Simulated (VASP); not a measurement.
# Bi: single point with r2SCAN

The system is Bi.

```xyz
1
Lattice="3.2522 0.0000 0.0000 0.0000 3.2522 0.0000 0.0000 0.0000 3.2522" Properties=species:S:1:pos:R:3 pbc="T T T"
Bi    0.0000    0.0000    0.0000
```

- Program: VASP 6.6.1
- Task: single point
- Functional: r2SCAN
- Potentials or basis: VASP PAW PBE potentials, release 64 (Bi_d)
- Cutoff: 520 eV
- k mesh: 5 × 5 × 5
- Occupations: fermi-dirac, width 0.1 eV
- Spin: no spin polarisation
- Dipole correction: no
- Further INCAR settings: ALGO = Normal; EDIFF = 1e-06; NBANDS = 14

* Pressure: 0.0 GPa

Levels at points of the mesh, in eV from the Fermi level:
```tsv
k point	band 3	band 4	band 5	band 6	band 7	band 8	band 9	band 10	band 11	band 12
(0.00, 0.00, 0.00)	-23.64	-23.64	-23.64	-14.02	2.98	2.98	2.98	6.73	7.94	7.94
```

Wall time 17 s on 1 thread of AMD EPYC 7R13 Processor (Zen 3), with other jobs on the host, peak memory 0.11 GiB.

Caveat: the k points lie up to 0.39 Å⁻¹ apart; the PAW data sets were made with another functional, which shifts forces and pressure a little; spin-orbit coupling is left out, which moves the levels of the heavy elements.
